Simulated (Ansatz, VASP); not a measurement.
One calculation of As, two programs

File INCAR:

```
SYSTEM = As
ALGO     = Normal         ! electronic algorithm
EDIFF    = 1E-6           ! SCF threshold, eV
ENCUT    = 520            ! plane-wave cutoff, eV
GGA      = PS             ! functional
ISIF     = 2              ! what is computed and relaxed
ISMEAR   = 0              ! smearing method
LASPH    = .True.         ! aspherical terms in the spheres
LCHARG   = .False.        ! write CHGCAR
LREAL    = .False.        ! projectors in reciprocal space
LWAVE    = .False.        ! write WAVECAR
NBANDS   = 12             ! bands
NELM     = 100            ! most SCF steps
PREC     = Accurate       ! precision mode
SIGMA    = 0.15           ! smearing width, eV
```

File KPOINTS:

```
k-points
0
Gamma
  18 18 18
  0 0 0
```

Contents of POSCAR:

```
As
1.0
    1.9361419412      1.1178320710      3.3811969000
   -1.9361419412      1.1178320710      3.3811969000
    0.0000000000     -2.2356641419      3.3811969000
As
2
Direct
    0.2275400000      0.2275400000      0.2275400000
    0.7724600000      0.7724600000      0.7724600000
```

Input for Ansatz:

```yaml
crystal:
  lattice:
    - [1.9361419412, 1.117832071, 3.3811969]
    - [-1.9361419412, 1.117832071, 3.3811969]
    - [0.0, -2.2356641419, 3.3811969]
  atoms:
    - { symbol: As, position: [0.22754, 0.22754, 0.22754] }
    - { symbol: As, position: [0.77246, 0.77246, 0.77246] }
basis:
  ecutwfc: 420
kpoints:
  mp_grid: { grid: [18, 18, 18] }
hamiltonian:
  xc: pbesol
scf:
  occupations: { method: gaussian, width: 0.15 }
output:
  forces: true
  stress: true
  eigenvalues: true
```

Change from the starting cell: strain +0.030 along x and y, -0.030 along z, atoms carried along.

Alike in both runs: task single point; functional PBEsol; k mesh 18 × 18 × 18; occupations gaussian, width 0.15 eV; no spin polarisation.

|  | VASP | Ansatz |
| --- | --- | --- |
| version | VASP 6.6.1 | Ansatz 0.2.0 |
| potentials or method | VASP PAW PBE potentials, release 64 (As), cutoff 520 eV | scalar-relativistic, plane waves, PAW |
| valence electrons in the cell | 10 | 30 |

```csv
,VASP,Ansatz,Ansatz less VASP
gap on the k mesh at the Fermi level (eV),none,none,-
pressure (GPa),-2.6,-2.9,-0.32
"traceless stress, the component that is largest in VASP (GPa)",1.95,2.06,+0.108
rms of the force components (eV/Å),0.106,0.078,-0.0275
```

VASP's potentials were made for PBE, not for PBEsol. Atom by atom the forces differ by 0.027 eV/Å (rms over components). A gap of «none» marks a metal or a gap that the smearing closes. VASP's potentials hold 10 valence electrons a cell and Ansatz's 30, so a difference there can come from the potentials and not from the codes.
